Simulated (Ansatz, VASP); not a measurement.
## MgSe: VASP beside Ansatz

Contents of INCAR:

```
PREC = Accurate
ENCUT = 600
EDIFF = 1E-6
ISMEAR = 0
SIGMA = 0.02
LREAL = F
LASPH = T
NELM = 120
ALGO = Normal
ISIF = 2
LWAVE = F
LCHARG = F
GGA = PE
IVDW = 12
NBANDS = 11
GGA_COMPAT = F
```

KPOINTS

```
regular mesh
0
Gamma
  10 10 10
```

File POSCAR:

```
MgSe
1.0
    0.0000000000      2.7119925112      2.7119925112
    2.7119925112      0.0000000000      2.7119925112
    2.7119925112      2.7119925112      0.0000000000
Mg Se
1 1
Direct
    0.0000000000      0.0000000000      0.0000000000
    0.5000000000      0.5000000000      0.5000000000
```

Input for Ansatz:

```yaml
crystal:
  lattice:
    - [0.0, 2.7119925112, 2.7119925112]
    - [2.7119925112, 0.0, 2.7119925112]
    - [2.7119925112, 2.7119925112, 0.0]
  atoms:
    - { symbol: Mg, position: [0.0, 0.0, 0.0] }
    - { symbol: Se, position: [0.5, 0.5, 0.5] }
basis:
  ecutwfc: 420
kpoints:
  mp_grid: { grid: [10, 10, 10] }
  band_path:
    path:
      - [[0.0, 0.0, 0.0], [0.5, 0.0, 0.5], [0.625, 0.25, 0.625]]
      - [[0.375, 0.375, 0.75], [0.0, 0.0, 0.0], [0.5, 0.5, 0.5], [0.5, 0.25, 0.75], [0.5, 0.0, 0.5]]
    npoints: 10
hamiltonian:
  xc: pbe
  dispersion: d3bj
  pseudopotentials: { kind: paw, azcp: { folder: soft_1 } }
scf:
  occupations: { method: gaussian, width: 0.02 }
  n_extra_bands: 7
output:
  forces: true
  stress: true
  eigenvalues: true
```

Alike in both runs: task single point; functional PBE; dispersion D3(BJ); k mesh 10 × 10 × 10; occupations gaussian, width 0.02 eV; no spin polarisation.

|  | VASP | Ansatz |
| --- | --- | --- |
| version | VASP 6.6.1 | Ansatz 0.2.0 |
| potentials or method | VASP PAW PBE potentials, release 64 (Mg, Se), cutoff 600 eV | scalar-relativistic, plane waves, PAW |
| valence electrons in the cell | 8 | 26 |

```csv
,VASP,Ansatz,Ansatz less VASP
gap on the k mesh at the Fermi level (eV),1.83,1.85,+0.021
least direct gap on the mesh (eV),2.70,2.71,+0.008
pressure (GPa),-0.1,0.0,+0.12
```

VASP's potentials hold 8 valence electrons a cell and Ansatz's 26, so a difference there can come from the potentials and not from the codes.
